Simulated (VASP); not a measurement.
# MgO (P6_3mc) in VASP: notebook, part 2 of 2

VASP 6.6.1.

### Step 4. Relaxation of cell and atoms, PBE

This run uses another cell than the first one, of 11.80 Å³/atom, 0.969 times its volume.

File INCAR:

```
SYSTEM = MgO
ALGO     = Normal         ! electronic algorithm
EDIFF    = 1E-6           ! SCF threshold, eV
EDIFFG   = -0.005         ! ionic threshold
ENCUT    = 600            ! plane-wave cutoff, eV
GGA      = PE             ! functional
IBRION   = 2              ! ionic algorithm
ISIF     = 3              ! what is computed and relaxed
ISMEAR   = 0              ! smearing method
LASPH    = .TRUE.         ! aspherical terms in the spheres
LCHARG   = .FALSE.        ! write CHGCAR
LREAL    = .FALSE.        ! projectors in reciprocal space
LWAVE    = .FALSE.        ! write WAVECAR
NELM     = 80             ! most SCF steps
NSW      = 100            ! ionic steps
PREC     = Accurate       ! precision mode
SIGMA    = 0.02           ! smearing width, eV
```

File KPOINTS:

```
k-points
0
G
  9 9 6
  0 0 0
```

File POSCAR:

```
MgO
1.0
    3.3077869865      0.0000000000      0.0000000000
   -1.6538934933      2.8646275606      0.0000000000
    0.0000000000      0.0000000000      4.9828816700
Mg O
2 2
Direct
    0.3333333300      0.6666666700      0.0021597400
    0.6666666700      0.3333333300      0.5021597400
    0.3333333300      0.6666666700      0.4024402600
    0.6666666700      0.3333333300      0.9024402600
```

Potentials or basis: VASP PAW PBE potentials, release 64 (Mg, O).

Started as:

```console
> cat potpaw_PBE.64/Mg/POTCAR potpaw_PBE.64/O/POTCAR > POTCAR
> mpirun -np 1 vasp_std > vasp.out
```

OUTCAR:

```text
SYSTEM = MgO
   EDIFF = 1E-6
   EDIFFG = -0.005
   ENCUT = 600
   GGA = PE
   IBRION = 2
   ISIF = 3
   ISMEAR = 0
   LASPH = .TRUE.
   LREAL = .FALSE.
   NELM = 80
   NSW = 100
   PREC = Accurate

 ion  position               nearest neighbor table
   1  0.333  0.667  0.002-   4 1.97   4 1.97   4 1.97   3 1.99   2 3.14   2 3.14   2 3.14   2 3.14
                             2 3.14   2 3.14
   2  0.667  0.333  0.502-   3 1.97   3 1.97   3 1.97   4 1.99   1 3.14   1 3.14   1 3.14   1 3.14
                             1 3.14   1 3.14
   3  0.333  0.667  0.402-   2 1.97   2 1.97   2 1.97   1 1.99
   4  0.667  0.333  0.902-   1 1.97   1 1.97   1 1.97   2 1.99

  LATTYP: Found a hexagonal cell.
 ALAT       =     3.3077869865
 C/A-ratio  =     1.5064094787

  Lattice vectors:

 A1 = (   3.3077869865,   0.0000000000,   0.0000000000)
 A2 = (  -1.6538934933,   2.8646275606,   0.0000000000)
 A3 = (   0.0000000000,   0.0000000000,   4.9828816700)

Analysis of symmetry for initial positions (statically):
=====================================================================
 Subroutine PRICEL returns:
 Original cell was already a primitive cell.

 Routine SETGRP: Setting up the symmetry group for a
 hexagonal supercell.

 Subroutine GETGRP returns: Found 12 space group operations
 (whereof  6 operations were pure point group operations)
 out of a pool of 24 trial point group operations.

The static configuration has the point symmetry C_3v.
 The point group associated with its full space group is C_6v.

Analysis of symmetry for dynamics (positions and initial velocities):
=====================================================================
 Subroutine PRICEL returns:
 Original cell was already a primitive cell.

 Routine SETGRP: Setting up the symmetry group for a
 hexagonal supercell.

 Subroutine GETGRP returns: Found 12 space group operations
 (whereof  6 operations were pure point group operations)
[... 155 lines left out ...]
  free energy    TOTEN  =       -23.52616959 eV

  energy without entropy =      -23.52616959  energy(sigma->0) =      -23.52616959

------------------------ aborting loop because EDIFF is reached ----------------------------------------

  FORCE on cell =-STRESS in cart. coord.  units (eV):
  Direction    XX          YY          ZZ          XY          YZ          ZX
  --------------------------------------------------------------------------------------
  -------------------------------------------------------------------------------------
  Total        0.8029431      0.8029431      0.8707062     -0.0000000     -0.0000000      0.0000000
  in kB       27.2463983     27.2463983     29.5458114     -0.0000000     -0.0000000      0.0000000
  external PRESSURE =      28.0128693 kB  Pullay stress =       0.0000000 kB
[... 95 lines left out ...]
  FREE ENERGIE OF THE ION-ELECTRON SYSTEM (eV)
  ---------------------------------------------------
  free  energy   TOTEN  =       -23.5354395399 eV

  energy  without entropy=      -23.5354395399  energy(sigma->0) =      -23.53543954

[... ionic steps 4 to 9 ...]

--------------------------------------- Ionic step       10  -------------------------------------------

 number of electron      16.0000002 magnetization

------------------------ aborting loop because EDIFF is reached ----------------------------------------
[... 71 lines left out ...]
--------------------------------------- Ionic step       12  -------------------------------------------

 number of electron      16.0000002 magnetization

 Free energy of the ion-electron system (eV)
  ---------------------------------------------------
  ext. energy  EPLUGINS =         0.00000000
  ---------------------------------------------------
  free energy    TOTEN  =       -23.53848714 eV

  energy without entropy =      -23.53848714  energy(sigma->0) =      -23.53848714

 E-fermi :   1.0430     XC(G=0):  -9.6257

 val. band max:        0.9112530440   @ k =   0.0000   0.0000   0.0000
 cond. band min:       4.3279395722   @ k =   0.0000   0.0000   0.0000
 fundamental gap:      3.4166865282
 Fermi energy:         1.0429582511

 k-point     1 :       0.0000    0.0000    0.0000
  band No.  band energies     occupation
      1     -15.1806      2.00000
      2     -14.4525      2.00000
      3      -2.2358      2.00000
      4       0.3023      2.00000
      5       0.3023      2.00000
      6       0.5978      2.00000
      7       0.5978      2.00000
      8       0.9113      2.00000
      9       4.3279      0.00000
     10       9.2926      0.00000
     11      10.9719      0.00000
     12      15.0924      0.00000
[... 331 lines left out ...]
 k-point    24 :       0.3333    0.3333    0.1667
  band No.  band energies     occupation
      1     -14.4075      2.00000
      2     -14.4075      2.00000
      3      -1.5962      2.00000
      4      -1.1521      2.00000
      5      -1.1521      2.00000
      6      -0.4292      2.00000
      7       0.0678      2.00000
      8       0.0678      2.00000
      9       9.2598      0.00000
     10       9.2621      0.00000
     11      10.8875      0.00000
     12      10.8875      0.00000

 [... further k-points ...]
[... 5 lines left out ...]
  --------------------------------------------------------------------------------------
  -------------------------------------------------------------------------------------
  Total       -0.0095765     -0.0095765     -0.0024112      0.0000000      0.0000000      0.0000000
  in kB       -0.3163498     -0.3163498     -0.0796532      0.0000000      0.0000000      0.0000000
  external PRESSURE =      -0.2374509 kB  Pullay stress =       0.0000000 kB
[... 19 lines left out ...]
  FREE ENERGIE OF THE ION-ELECTRON SYSTEM (eV)
  ---------------------------------------------------
  free  energy   TOTEN  =       -23.5384871379 eV

  energy  without entropy=      -23.5384871379  energy(sigma->0) =      -23.53848714

 reached required accuracy - stopping structural energy minimisation
```

OSZICAR:

```text
N       E                     dE             d eps       ncg     rms          rms(c)
DAV:   1     0.813168053135E+02    0.81317E+02   -0.84356E+03  1152   0.132E+03
DAV:   2    -0.220638146501E+02   -0.10338E+03   -0.93595E+02  1588   0.247E+02
DAV:   3    -0.277547886618E+02   -0.56910E+01   -0.56588E+01  1440   0.650E+01
DAV:   4    -0.277886391579E+02   -0.33850E-01   -0.33848E-01  1212   0.588E+00
[... 78 lines left out ...]
DAV:   1    -0.235385759664E+02   -0.10226E-03   -0.22794E-02  1152   0.152E+00    0.698E-02
DAV:   2    -0.235385165166E+02    0.59450E-04   -0.27362E-04  1268   0.168E-01    0.350E-02
DAV:   3    -0.235384910093E+02    0.25507E-04   -0.17816E-05  1324   0.444E-02    0.118E-02
DAV:   4    -0.235384871637E+02    0.38457E-05   -0.52730E-06  1240   0.239E-02    0.205E-03
DAV:   5    -0.235384871379E+02    0.25789E-07   -0.34856E-07   576   0.558E-03
  12 F= -.23538487E+02 E0= -.23538487E+02  d E =-.261724E-04
```

CONTCAR:

```text
MgO
   1.00000000000000
     3.3105243551203642   -0.0000000000000362    0.0000000000000000
    -1.6552621776102545    2.8669981913647402    0.0000000000000000
    -0.0000000000000000    0.0000000000000000    5.1100449285614626
  Mg              O
     2     2
Direct
     0.3333333300000021    0.6666666699999979    0.0062092405865276
     0.6666666699999979    0.3333333300000021    0.5062092405865276
     0.3333333300000021    0.6666666699999979    0.3983907594134744
     0.6666666699999979    0.3333333300000021    0.8983907594134745

  0.00000000E+00  0.00000000E+00  0.00000000E+00
  0.00000000E+00  0.00000000E+00  0.00000000E+00
  0.00000000E+00  0.00000000E+00  0.00000000E+00
  0.00000000E+00  0.00000000E+00  0.00000000E+00
```

Wall time 86 s (1 thread of AMD EPYC 9R45 (Zen 5), shared host); peak memory 0.17 GiB.

Results:

```yaml
Free_energy: -23.5385 eV
Relaxed_volume: 12.13 Å³/atom
Relaxed_cell: a = 3.311 Å, b = 3.311 Å, c = 5.110 Å, α = 90.00°, β = 90.00°, γ = 120.00°
Space_group_after_relaxing_to_0.05_Å: P6_3mc (No. 186)
Energy_gained_by_relaxing: 3.1 meV/atom
Ionic_steps: 12
Pressure_after_relaxing: 0.0 GPa
Band_gap_on_the_k_mesh: 3.42 eV, direct
```

Step by step:
```tsv
step	energy change (eV)	largest force (eV/Å)	pressure (GPa)	volume (Å³)
1	0.0000	0.0085	2.80	47.22
2	-0.0084	0.0385	-0.81	48.64
3	-0.0093	0.0318	0.02	48.30
4	-0.0093	0.0322	-0.06	48.32
5	-0.0097	0.0342	-0.06	48.34
6	-0.0108	0.0391	-0.07	48.40
7	-0.0120	0.0433	-0.09	48.50
8	-0.0123	0.0090	0.07	48.47
9	-0.0123	0.0012	0.02	48.47
10	-0.0123	0.0003	0.02	48.47
11	-0.0123	0.0003	0.01	48.48
12	-0.0123	0.0014	-0.02	48.50
```

Final structure:
```yaml
crystal:
  lattice:
    - [3.31052, 0.00000, 0.00000]
    - [-1.65526, 2.86700, 0.00000]
    - [0.00000, 0.00000, 5.11004]
  atoms:
    - { symbol: Mg, position: [0.33333, 0.66667, 0.00621] }
    - { symbol: Mg, position: [0.66667, 0.33333, 0.50621] }
    - { symbol: O, position: [0.33333, 0.66667, 0.39839] }
    - { symbol: O, position: [0.66667, 0.33333, 0.89839] }
```

A k mesh can miss the band edges. As with any semilocal functional, this PBE gap is likely too small.

### Step 5. The runs side by side

```tsv
task	cell	k mesh	cutoff (eV)	smearing	gap on the mesh (eV)	pressure (GPa)
single point	a = 3.315, b = 3.315, c = 5.122 Å, angles 90.0, 90.0, 120.0°, 4 atoms	9 × 9 × 6	520	gaussian 0.02 eV	3.39	-0.5
single point	a = 3.315, b = 3.315, c = 10.243 Å, angles 90.0, 90.0, 120.0°, 8 atoms	9 × 9 × 4	520	gaussian 0.05 eV	3.39	-0.4
relaxation of cell and atoms	relaxed from a = 3.308, b = 3.308, c = 4.983 Å, angles 90.0, 90.0, 120.0°, 4 atoms	9 × 9 × 6	600	gaussian 0.02 eV	3.42	0.0
```

Alike in all rows: level PBE; potentials or basis VASP PAW PBE potentials, release 64 (Mg, O); no spin polarisation.

Total energies depend on the potentials used, so only differences within one code and one set of settings carry meaning.
